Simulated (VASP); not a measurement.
A run of VASP 6.6.1 is set up as follows.

File INCAR:

```
SYSTEM = Pt
PREC = Accurate
ENCUT = 520
EDIFF = 1E-6
ISMEAR = 0
SIGMA = 0.1
LREAL = .False.
LASPH = .True.
NELM = 60
ALGO = Normal
ISIF = 2
LWAVE = .False.
LCHARG = .False.
GGA = PE
NBANDS = 11
```

Contents of KPOINTS:

```
Automatic mesh
0
Gamma
  18 18 18
  0 0 0
```

Contents of POSCAR:

```
Pt
1.0
    0.0000000000      2.0047122874      2.0047122874
    2.0047122874      0.0000000000      2.0047122874
    2.0047122874      2.0047122874      0.0000000000
Pt
1
Direct
    0.0000000000      0.0000000000      0.0000000000
```

Potentials or basis: VASP PAW PBE potentials, release 64 (Pt).

Launch:

```sh
$ cat potpaw_PBE.64/Pt/POTCAR > POTCAR
$ mpirun -np 1 vasp_std > vasp.out
```

(1) Predict the pressure.

(2) What does it give for the band gap on the k mesh?

## Answers

(1) -7.2 GPa.

(2) zero (band 5 reaches 10.46 eV, above the bottom of band 6 at 8.48 eV).

Caveat: spin-orbit coupling is left out, which moves the levels of the heavy elements.
